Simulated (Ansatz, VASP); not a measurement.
## Two plane-wave programs on Zn

```
Zn
1.0
     2.63563    0.00000    0.00000
    -1.31781    2.28252    0.00000
     0.00000    0.00000   26.18510
Zn
5
Direct
  0.00000 0.00000 0.31471
  0.33333 0.66667 0.40860
  0.00000 0.00000 0.50000
  0.33333 0.66667 0.59140
  0.00000 0.00000 0.68529
```

Alike in both runs: task single point; functional PBE; k mesh 16 × 16 × 1; occupations fermi-dirac, width 0.08 eV; no spin polarisation.

|  | VASP | Ansatz |
| --- | --- | --- |
| version | VASP 6.6.1 | Ansatz 0.2.0 |
| potentials or method | VASP PAW PBE potentials, release 64 (Zn) | PAW with Ansatz's default frozen-core files, scalar-relativistic |
| plane-wave cutoff (eV) | 520 | 420 |
| valence electrons in the cell | 60 | 60 |

|  | VASP | Ansatz | Ansatz less VASP |
| --- | --- | --- | --- |
| rms of the force components (eV/Å) | 0.005 | 0.002 | -0.0033 |

Atom by atom the forces differ by 0.004 eV/Å (rms over components). With one functional, cell and mesh, what is left measures potentials, basis and numerics.
